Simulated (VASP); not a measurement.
Set up this calculation in VASP 6.6.1, as the native input.

```
Task                   : single point
Functional             : PBEsol
Potentials or basis    : VASP PAW PBE potentials, release 64 (C)
Cutoff                 : 520 eV
k mesh                 : 12 × 12 × 12
Occupations            : gaussian, width 0.1 eV
Spin                   : no spin polarisation
Dipole correction      : no
Further INCAR settings : ALGO = Normal; EDIFF = 1e-06; NBANDS = 16
```

The structure of C lies in POSCAR:

```
C
1.0
    1.2331880975      0.7119814801      8.2826151019
   -1.2331880975      0.7119814801      8.2826151019
    0.0000000000     -1.4239629601      8.2826151019
C
4
Direct
    0.0871730800      0.0871730800      0.0871730800
    0.7538500600      0.7538500600      0.7538500600
    0.2461499400      0.2461499400      0.2461499400
    0.9128269200      0.9128269200      0.9128269200
```

One way to write it, as run:

INCAR

```
ALGO = Normal
EDIFF = 1E-6
ENCUT = 520
GGA = PS
ISIF = 2
ISMEAR = 0
LASPH = T
LCHARG = F
LREAL = F
LWAVE = F
NBANDS = 16
NELM = 100
PREC = Accurate
SIGMA = 0.1
```

KPOINTS

```
k-points
0
Gamma
  12 12 12
```

Potentials or basis: VASP PAW PBE potentials, release 64 (C).

Run with:

```sh
$ cat potpaw_PBE.64/C/POTCAR > POTCAR
$ mpirun -np 1 vasp_std > vasp.out
```

It gave:

```json
{
 "Pressure": "-1.5 GPa",
 "Largest force": "0.004 eV/Å",
 "Band gap on the k mesh": "0.19 eV, direct"
}
```

Caveat: the PAW data sets were made with another functional, which shifts forces and pressure a little.

Wall time 23 min on 1 thread of AMD EPYC 7R43 64-Core Processor (Zen 3), on a shared host, peak memory 0.51 GiB.
